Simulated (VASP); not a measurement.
# NaCl (Fm-3m) in VASP: a series of runs

NaCl is run at these levels: PBEsol; tasks: single point.

All numbers are computed with VASP 6.6.1; they aren't measurements. Logs are shortened: lines on timing, memory, paths and dates and some standing lists are left out, and cuts for length are marked.

## 1. The cell of the first run

Symmetry: Fm-3m, No. 225, cubic system. The conventional cell has a = 5.194 Å, b = 5.194 Å, c = 5.194 Å, α = 90.00°, β = 90.00°, γ = 90.00°. Na (site symmetry m-3m) has 6 Cl at 2.60 Å within 3.4 Å. Within 3.4 Å of Cl (site symmetry m-3m) lie 6 Na at 2.60 Å.

## 2. Single point, PBEsol

Contents of INCAR:

```
PREC     = Accurate       # precision mode
ENCUT    = 520            # plane-wave cutoff, eV
EDIFF    = 1E-6           # SCF threshold, eV
ISMEAR   = 0              # smearing method
SIGMA    = 0.01           # smearing width, eV
LREAL    = F              # projectors in reciprocal space
LASPH    = T              # aspherical terms in the spheres
NELM     = 100            # most SCF steps
ALGO     = Normal         # electronic algorithm
ISIF     = 2              # what is computed and relaxed
LWAVE    = F              # write WAVECAR
LCHARG   = T              # write CHGCAR
GGA      = PS             # functional
LELF     = T              # ELF
LVHAR    = T            
NBANDS   = 14             # bands
```

Contents of KPOINTS:

```
regular mesh
0
Gamma
  8 8 8
```

Contents of POSCAR:

```
NaCl
1.0
    0.0000000000      2.5971747225      2.5971747225
    2.5971747225      0.0000000000      2.5971747225
    2.5971747225      2.5971747225      0.0000000000
Na Cl
1 1
Direct
    0.0000000000      0.0000000000      0.0000000000
    0.5000000000      0.5000000000      0.5000000000
```

Potentials or basis: VASP PAW PBE potentials, release 64 (Na_pv, Cl).

Run with:

```sh
$ cat potpaw_PBE.64/Na_pv/POTCAR potpaw_PBE.64/Cl/POTCAR > POTCAR
$ mpirun -np 1 vasp_std > vasp.out
```

OUTCAR:

```text
PREC = Accurate
   ENCUT = 520
   EDIFF = 1E-6
   ISMEAR = 0
   LREAL = F
   LASPH = T
   NELM = 100
   ISIF = 2
   GGA = PS

 ion  position               nearest neighbor table
   1  0.000  0.000  0.000-   2 2.60   2 2.60   2 2.60   2 2.60   2 2.60   2 2.60
   2  0.500  0.500  0.500-   1 2.60   1 2.60   1 2.60   1 2.60   1 2.60   1 2.60

  LATTYP: Found a face centered cubic cell.
 ALAT       =     5.1943494450

  Lattice vectors:

 A1 = (   0.0000000000,   2.5971747225,   2.5971747225)
 A2 = (   2.5971747225,   0.0000000000,   2.5971747225)
 A3 = (   2.5971747225,   2.5971747225,   0.0000000000)

Analysis of symmetry for initial positions (statically):
=====================================================================
 Subroutine PRICEL returns:
 Original cell was already a primitive cell.

 Routine SETGRP: Setting up the symmetry group for a
 face centered cubic supercell.

 Subroutine GETGRP returns: Found 48 space group operations
 (whereof 48 operations were pure point group operations)
 out of a pool of 48 trial point group operations.

The static configuration has the point symmetry O_h .

Analysis of symmetry for dynamics (positions and initial velocities):
=====================================================================
 Subroutine PRICEL returns:
 Original cell was already a primitive cell.

 Routine SETGRP: Setting up the symmetry group for a
 face centered cubic supercell.

 Subroutine GETGRP returns: Found 48 space group operations
 (whereof 48 operations were pure point group operations)
 out of a pool of 48 trial point group operations.

The dynamic configuration has the point symmetry O_h .

 Subroutine INISYM returns: Found 48 space group operations
 (whereof 48 operations are pure point group operations),
 and found     1 'primitive' translations

----------------------------------------------------------------------------------------

                                     Primitive cell

  volume of cell :      35.0375

  direct lattice vectors                    reciprocal lattice vectors
     0.000000000  2.597174723  2.597174723    -0.192516890  0.192516890  0.192516890
     2.597174723  0.000000000  2.597174723     0.192516890 -0.192516890  0.192516890
     2.597174723  2.597174723  0.000000000     0.192516890  0.192516890 -0.192516890

  length of vectors
     3.672959716  3.672959716  3.672959716     0.333449035  0.333449035  0.333449035

  position of ions in fractional coordinates (direct lattice)
     0.000000000  0.000000000  0.000000000
     0.500000000  0.500000000  0.500000000
[... 82 lines left out ...]
   NFREE  =      0    steps in history (QN), initial steepest desc. (CG)
   ISIF   =      2    stress and relaxation
   ISYM   =      2    0-nonsym 1-usesym 2-fastsym
   POTIM  = 0.5000    time-step for ionic-motion
   TEBEG  =    0.0;   TEEND  =   0.0 temperature during run
   PSTRESS=    0.0 pullay stress
   NELECT =      14.0000    total number of electrons
   NUPDOWN=      -1.0000    fix difference up-down
   EMIN   =  10.00;   EMAX   =-10.00  energy-range for DOS
   EFERMI =   0.00;   METHOD = LEGACY
   ISMEAR =     0;   SIGMA  =   0.01  broadening in eV -4-tet -1-fermi 0-gaus
   EFERMI_NEDOS =   21; number of points for ismear=-14 and -15
   IALGO  =     38    algorithm
   IMIX   =      4    mixing-type and parameters
     AMIX     =   0.40;   BMIX     =  1.00
     AMIX_MAG =   1.60;   BMIX_MAG =  1.00
  volume/ion in A,a.u.               =      17.52       118.22
  Fermi-wavevector in a.u.,A,eV,Ry     =   1.205794  2.278620 19.782034  1.453938
  Thomas-Fermi vector in A             =   2.341480
   LORBIT       =      0    0 simple, 1 ext, 2 COOP (PROOUT), +10 PAW based schemes
   GGA     = PS    functional components
   LHFCALC =     F    Hartree Fock is set to
   AEXX    =    0.0000 exact exchange contribution
   IVDW    =     0    specifies the selected vdW correction
   LEPSILON=     F    determine dielectric tensor
   LRPA    =     F    only Hartree local field effects (RPA)
 non-spin polarized calculation
 Gauss-broadening in eV      SIGMA  =   0.01
  energy-cutoff  :      520.00
  volume of cell :       35.04
 maximum number of plane-waves:       960
   NGX = 13   NGY = 13   NGZ = 13

 number of electron      14.0000010 magnetization

 Free energy of the ion-electron system (eV)
  ---------------------------------------------------
  ext. energy  EPLUGINS =         0.00000000
  ---------------------------------------------------
  free energy    TOTEN  =        -6.76759092 eV

  energy without entropy =       -6.76759092  energy(sigma->0) =       -6.76759092

 E-fermi :   0.9724     XC(G=0):  -9.4699

 val. band max:        0.9147373978   @ k =   0.0000   0.0000   0.0000
 cond. band min:       6.9415606432   @ k =   0.0000   0.0000   0.0000
 fundamental gap:      6.0268232454
 Fermi energy:         0.9723987577

 k-point     1 :       0.0000    0.0000    0.0000
  band No.  band energies     occupation
      1     -19.4198      2.00000
      2     -19.4198      2.00000
      3     -19.4198      2.00000
      4     -12.4537      2.00000
      5       0.9147      2.00000
      6       0.9147      2.00000
      7       0.9147      2.00000
      8       6.9416      0.00000
      9      12.0416      0.00000
     10      12.0416      0.00000
     11      12.0416      0.00000
     12      14.6289      0.00000
     13      14.6289      0.00000
     14      16.3952      0.00000
[... 377 lines left out ...]
      1     -19.4961      2.00000
      2     -19.4434      2.00000
      3     -19.4319      2.00000
      4     -11.6943      2.00000
      5      -1.5672      2.00000
      6      -0.2839      2.00000
      7       0.2498      2.00000
      8       9.6303      0.00000
      9      11.0889      0.00000
     10      12.2761      0.00000
     11      13.3970      0.00000
     12      16.3957      0.00000
     13      18.1569      0.00000
     14      19.0753      0.00000

 [... further k-points ...]
[... 5 lines left out ...]
  --------------------------------------------------------------------------------------
  -------------------------------------------------------------------------------------
  Total        2.2163020      2.2163020      2.2163020      0.0000000      0.0000000     -0.0000000
  in kB      101.3458639    101.3458639    101.3458639      0.0000000      0.0000000     -0.0000000
  external PRESSURE =     101.3458639 kB  Pullay stress =       0.0000000 kB

 VOLUME and BASIS-vectors are now :
 -----------------------------------------------------------------------------
  energy-cutoff  :      520.00
  volume of cell :       35.04
      direct lattice vectors                 reciprocal lattice vectors
     0.000000000  2.597174723  2.597174723    -0.192516890  0.192516890  0.192516890
     2.597174723  0.000000000  2.597174723     0.192516890 -0.192516890  0.192516890
     2.597174723  2.597174723  0.000000000     0.192516890  0.192516890 -0.192516890

 POSITION                                       TOTAL-FORCE (eV/Angst)
 -----------------------------------------------------------------------------------
      0.00000      0.00000      0.00000        -0.000000     -0.000000     -0.000000
      2.59717      2.59717      2.59717         0.000000      0.000000      0.000000
 -----------------------------------------------------------------------------------
    total drift:                                0.000000      0.000000      0.000000

  FREE ENERGIE OF THE ION-ELECTRON SYSTEM (eV)
  ---------------------------------------------------
  free  energy   TOTEN  =        -6.7675909220 eV

  energy  without entropy=       -6.7675909220  energy(sigma->0) =       -6.76759092
```

OSZICAR:

```text
N       E                     dE             d eps       ncg     rms          rms(c)
DAV:   1     0.995897748398E+02    0.99590E+02   -0.72815E+03   838   0.109E+03
DAV:   2     0.192358301886E+00   -0.99397E+02   -0.91631E+02   908   0.285E+02
DAV:   3    -0.682167421003E+01   -0.70140E+01   -0.69798E+01  1034   0.709E+01
DAV:   4    -0.691755496633E+01   -0.95881E-01   -0.95854E-01   962   0.868E+00
DAV:   5    -0.691945737712E+01   -0.19024E-02   -0.19024E-02  1034   0.127E+00    0.217E+00
DAV:   6    -0.677949563055E+01    0.13996E+00   -0.19637E-01  1064   0.386E+00    0.157E+00
DAV:   7    -0.676597454979E+01    0.13521E-01   -0.61562E-02  1162   0.190E+00    0.102E+00
DAV:   8    -0.676768247922E+01   -0.17079E-02   -0.54319E-03   920   0.764E-01    0.295E-01
DAV:   9    -0.676757495714E+01    0.10752E-03   -0.18862E-04  1016   0.131E-01    0.117E-01
DAV:  10    -0.676759255134E+01   -0.17594E-04   -0.78272E-05   962   0.976E-02    0.154E-02
DAV:  11    -0.676759087247E+01    0.16789E-05   -0.56552E-06  1040   0.293E-02    0.304E-03
DAV:  12    -0.676759092201E+01   -0.49539E-07   -0.32430E-07   630   0.738E-03
   1 F= -.67675909E+01 E0= -.67675909E+01  d E =-.120093E-18
```

stdout:

```text
POSCAR found type information on POSCAR NaCl
 POSCAR found :  2 types and       2 ions
 scaLAPACK will be used
 -----------------------------------------------------------------------------
|                                                                             |
|                                                                             |
|     You enforced a specific xc type in the INCAR file but a different       |
|     I HOPE YOU KNOW WHAT YOU ARE DOING!                                     |
|                                                                             |
 -----------------------------------------------------------------------------

 LDA part: xc-table for (Slater+PW92), standard interpolation
 POSCAR, INCAR and KPOINTS ok, starting setup
 FFT: planning ... GRIDC
 FFT: planning ... GRID_SOFT
 FFT: planning ... GRID
 WAVECAR not read
 entering main loop
```

Run time: 11 s. Hardware: 1 thread of Intel Xeon Platinum 8488C (Sapphire Rapids), shared host; peak memory 0.15 GiB.

What came out:

```
Free energy            : -6.7676 eV
Pressure               : 10.1 GPa
Band gap on the k mesh : 6.03 eV, direct
```

Caveat: the PAW data sets were made with another functional, which shifts forces and pressure a little. Expect the measured gap to be larger: semilocal functionals such as PBEsol lack the derivative discontinuity.

## 3. Single point, PBEsol

This run uses another cell than the first one, of 19.54 Å³/atom, 1.115 times its volume.

Contents of INCAR:

```
SYSTEM = NaCl
  PREC = Accurate
  ENCUT = 520
  EDIFF = 1E-7
  ISMEAR = 0
  SIGMA = 0.01
  LREAL = .FALSE.
  LASPH = .TRUE.
  NELM = 60
  ALGO = Normal
  ISIF = 2
  LWAVE = .FALSE.
  LCHARG = .FALSE.
  GGA = PS
  NBANDS = 14
```

Contents of KPOINTS:

```
Automatic mesh
0
G
  8 8 8
  0 0 0
```

Contents of POSCAR:

```
NaCl
1.0
    0.0000000000      2.6935136795      2.6935136795
    2.6935136795      0.0000000000      2.6935136795
    2.6935136795      2.6935136795      0.0000000000
Na Cl
1 1
Direct
    0.0000000000      0.0000000000      0.0000000000
    0.5000000000      0.5000000000      0.5000000000
```

Potentials or basis: VASP PAW PBE potentials, release 64 (Na_pv, Cl).

Run with:

```sh
$ cat potpaw_PBE.64/Na_pv/POTCAR potpaw_PBE.64/Cl/POTCAR > POTCAR
$ mpirun -np 1 vasp_std > vasp.out
```

Run time: 14 s. Hardware: 1 thread of Intel Xeon Platinum 8488C (Sapphire Rapids), shared host; peak memory 0.15 GiB.

It converged, with:

```yaml
Free_energy: -6.9412 eV
Pressure: 4.1 GPa
Band_gap_on_the_k_mesh: 5.49 eV, direct
```

Levels at points of the mesh, in eV from the valence-band top:
| k point | band 4 | band 5 | band 6 | band 7 | band 8 | band 9 | band 10 | band 11 |
| --- | --- | --- | --- | --- | --- | --- | --- | --- |
| (0.00, 0.00, 0.00) | -13.01 | 0.00 | 0.00 | 0.00 | 5.49 | 11.10 | 11.10 | 11.10 |
| (0.50, 0.00, 0.00) | -12.48 | -2.44 | -0.36 | -0.36 | 7.29 | 11.17 | 11.17 | 11.64 |
| (0.50, 0.50, 0.00) | -12.43 | -2.11 | -0.76 | -0.76 | 7.72 | 7.81 | 12.14 | 15.75 |

Caveat: the PAW data sets were made with another functional, which shifts forces and pressure a little.

## 4. Single point, PBEsol

This run uses another cell than the first one, of 20.57 Å³/atom, 1.174 times its volume.

Contents of INCAR:

```
ALGO = Normal ; EDIFF = 1E-6
ENCUT = 520 ; GGA = PS
ISIF = 2 ; ISMEAR = 0
LASPH = T ; LCHARG = F
LREAL = F ; LWAVE = F
NBANDS = 14 ; NELM = 100
PREC = Accurate ; SIGMA = 0.01
```

Contents of KPOINTS:

```
k-points
0
Gamma
  8 8 8
```

Contents of POSCAR:

```
NaCl
1.0
    0.0000000000      2.7398559641      2.7398559641
    2.7398559641      0.0000000000      2.7398559641
    2.7398559641      2.7398559641      0.0000000000
Na Cl
1 1
Direct
    0.0000000000      0.0000000000      0.0000000000
    0.5000000000      0.5000000000      0.5000000000
```

Run with:

```sh
$ cat potpaw_PBE.64/Na_pv/POTCAR potpaw_PBE.64/Cl/POTCAR > POTCAR
$ mpirun -np 1 vasp_std > vasp.out
```

It took 14 s on 1 thread of Intel Xeon Platinum 8488C (Sapphire Rapids), shared host; peak memory 0.16 GiB.

It converged, with:

| Item | Value |
| --- | --- |
| Free energy | -6.9804 eV |
| Pressure | 2.0 GPa |
| Band gap on the k mesh | 5.27 eV, direct |

Levels at points of the mesh, in eV from the valence-band top:
| k point | band 3 | band 4 | band 5 | band 6 | band 7 | band 8 | band 9 | band 10 | band 11 | band 12 |
| --- | --- | --- | --- | --- | --- | --- | --- | --- | --- | --- |
| (0.00, 0.00, 0.00) | -20.50 | -12.86 | 0.00 | 0.00 | 0.00 | 5.27 | 11.07 | 11.07 | 11.07 | 13.41 |
| (0.50, 0.00, 0.00) | -20.51 | -12.41 | -2.25 | -0.32 | -0.32 | 7.21 | 11.06 | 11.06 | 11.21 | 15.40 |
| (0.50, 0.50, 0.00) | -20.52 | -12.36 | -1.95 | -0.70 | -0.70 | 7.67 | 7.79 | 11.75 | 15.40 | 15.40 |

Caveat: the PAW data sets were made with another functional, which shifts forces and pressure a little.

## 5. Single point, PBEsol

This run uses another cell than the first one, of 21.19 Å³/atom, 1.210 times its volume.

Contents of INCAR:

```
SYSTEM = NaCl
PREC     = Accurate       ! precision mode
ENCUT    = 520            ! plane-wave cutoff, eV
EDIFF    = 1E-7           ! SCF threshold, eV
ISMEAR   = 0              ! smearing method
SIGMA    = 0.01           ! smearing width, eV
LREAL    = .False.        ! projectors in reciprocal space
LASPH    = .True.         ! aspherical terms in the spheres
NELM     = 100            ! most SCF steps
ALGO     = Normal         ! electronic algorithm
ISIF     = 2              ! what is computed and relaxed
LWAVE    = .False.        ! write WAVECAR
LCHARG   = .False.        ! write CHGCAR
GGA      = PS             ! functional
NBANDS   = 14             ! bands
```

Contents of KPOINTS:

```
Automatic mesh
0
Gamma
  8 8 8
  0 0 0
```

Contents of POSCAR:

```
NaCl
1.0
    0.0000000000      2.7673709726      2.7673709726
    2.7673709726      0.0000000000      2.7673709726
    2.7673709726      2.7673709726      0.0000000000
Na Cl
1 1
Direct
    0.0000000000      0.0000000000      0.0000000000
    0.5000000000      0.5000000000      0.5000000000
```

Potentials or basis: VASP PAW PBE potentials, release 64 (Na_pv, Cl).

Run with:

```sh
$ cat potpaw_PBE.64/Na_pv/POTCAR potpaw_PBE.64/Cl/POTCAR > POTCAR
$ mpirun -np 1 vasp_std > vasp.out
```

OUTCAR:

```text
SYSTEM = NaCl
   PREC = Accurate
   ENCUT = 520
   EDIFF = 1E-7
   ISMEAR = 0
   LREAL = .False.
   LASPH = .True.
   NELM = 100
   ISIF = 2
   GGA = PS

 ion  position               nearest neighbor table
   1  0.000  0.000  0.000-
   2  0.500  0.500  0.500-

  LATTYP: Found a face centered cubic cell.
 ALAT       =     5.5347419452

  Lattice vectors:

 A1 = (   0.0000000000,   2.7673709726,   2.7673709726)
 A2 = (   2.7673709726,   0.0000000000,   2.7673709726)
 A3 = (   2.7673709726,   2.7673709726,   0.0000000000)

[... 584 lines left out ...]
     10       9.8932      0.00000
     11      11.3811      0.00000
     12      14.0668      0.00000
     13      15.4368      0.00000
     14      16.4897      0.00000

 [... further k-points ...]
[... 5 lines left out ...]
  --------------------------------------------------------------------------------------
  -------------------------------------------------------------------------------------
  Total        0.2782444      0.2782444      0.2782444      0.0000000      0.0000000     -0.0000000
  in kB       10.5173157     10.5173157     10.5173157      0.0000000      0.0000000     -0.0000000
  external PRESSURE =      10.5173157 kB  Pullay stress =       0.0000000 kB

 VOLUME and BASIS-vectors are now :
 -----------------------------------------------------------------------------
  energy-cutoff  :      520.00
  volume of cell :       42.39
      direct lattice vectors                 reciprocal lattice vectors
     0.000000000  2.767370973  2.767370973    -0.180676897  0.180676897  0.180676897
     2.767370973  0.000000000  2.767370973     0.180676897 -0.180676897  0.180676897
     2.767370973  2.767370973  0.000000000     0.180676897  0.180676897 -0.180676897

 POSITION                                       TOTAL-FORCE (eV/Angst)
 -----------------------------------------------------------------------------------
      0.00000      0.00000      0.00000         0.000000      0.000000      0.000000
      2.76737      2.76737      2.76737        -0.000000     -0.000000      0.000000
 -----------------------------------------------------------------------------------
    total drift:                               -0.000000      0.000000      0.000000

  FREE ENERGIE OF THE ION-ELECTRON SYSTEM (eV)
  ---------------------------------------------------
  free  energy   TOTEN  =        -6.9927747646 eV

  energy  without entropy=       -6.9927747646  energy(sigma->0) =       -6.99277476
```

Wall time 22 s (1 thread of Intel Xeon Platinum 8488C (Sapphire Rapids), shared host); peak memory 0.16 GiB.

Results:

- Free energy: -6.9928 eV
- Pressure: 1.1 GPa
- Band gap on the k mesh: 5.15 eV, direct

Caveat: the PAW data sets were made with another functional, which shifts forces and pressure a little.

## 6. The runs side by side

| cell | gap on the mesh (eV) | pressure (GPa) |
| --- | --- | --- |
| a = 3.673 Å, angles 60.0°, 2 atoms | 6.03 | 10.1 |
| a = 3.809 Å, angles 60.0°, 2 atoms | 5.49 | 4.1 |
| a = 3.875 Å, angles 60.0°, 2 atoms | 5.27 | 2.0 |
| a = 3.914 Å, angles 60.0°, 2 atoms | 5.15 | 1.1 |

Alike in all rows: task single point; level PBEsol; potentials or basis VASP PAW PBE potentials, release 64 (Na_pv, Cl); no spin polarisation; k mesh 8 × 8 × 8; cutoff (eV) 520; smearing gaussian 0.01 eV.

Caveats: the PAW data sets were made with another functional, which shifts forces and pressure a little.

Absolute energies hang on the potentials; compare differences alone.
